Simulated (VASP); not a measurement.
Set up this calculation in VASP 6.6.1, as the native input.

```
Task                   : single point
Functional             : LDA
Potentials or basis    : VASP PAW LDA potentials, release 64 (W_sv, C)
Cutoff                 : 520 eV
k mesh                 : 11 × 11 × 11
Occupations            : methfessel-paxton, width 0.1 eV
Spin                   : no spin polarisation
Dipole correction      : no
Further INCAR settings : ALGO = Normal; EDIFF = 1e-07; NBANDS = 16
```

The structure of WC lies in POSCAR:

```
WC
1.0
    0.0000000000      2.1730176133      2.1730176133
    2.1730176133      0.0000000000      2.1730176133
    2.1730176133      2.1730176133      0.0000000000
W C
1 1
Direct
    0.0000000000      0.0000000000      0.0000000000
    0.5000000000      0.5000000000      0.5000000000
```

One way to write it, as run:

INCAR

```
SYSTEM = WC
  PREC = Accurate
  ENCUT = 520
  EDIFF = 1E-7
  ISMEAR = 1
  SIGMA = 0.1
  LREAL = .False.
  LASPH = .True.
  NELM = 80
  ALGO = Normal
  ISIF = 2
  LWAVE = .False.
  LCHARG = .True.
  LELF = .True.
  LVHAR = .True.
  NBANDS = 16
```

KPOINTS

```
Automatic mesh
0
Gamma
  11 11 11
  0 0 0
```

Potentials or basis: VASP PAW LDA potentials, release 64 (W_sv, C).

Launch:

```console
$ cat potpaw_LDA.64/W_sv/POTCAR potpaw_LDA.64/C/POTCAR > POTCAR
$ mpirun -np 1 vasp_std > vasp.out
```

Results of the run:

```yaml
Pressure: -4.0 GPa
Band_gap_on_the_k_mesh: zero (band 9 reaches 13.67 eV, above the bottom of band 10 at 10.49 eV)
```

Caveat: spin-orbit coupling is left out, which moves the levels of the heavy elements.

It took 5.9 s on 1 thread of Intel(R) Xeon(R) 6975P-C (Granite Rapids), with other jobs on the host, peak memory 0.14 GiB.
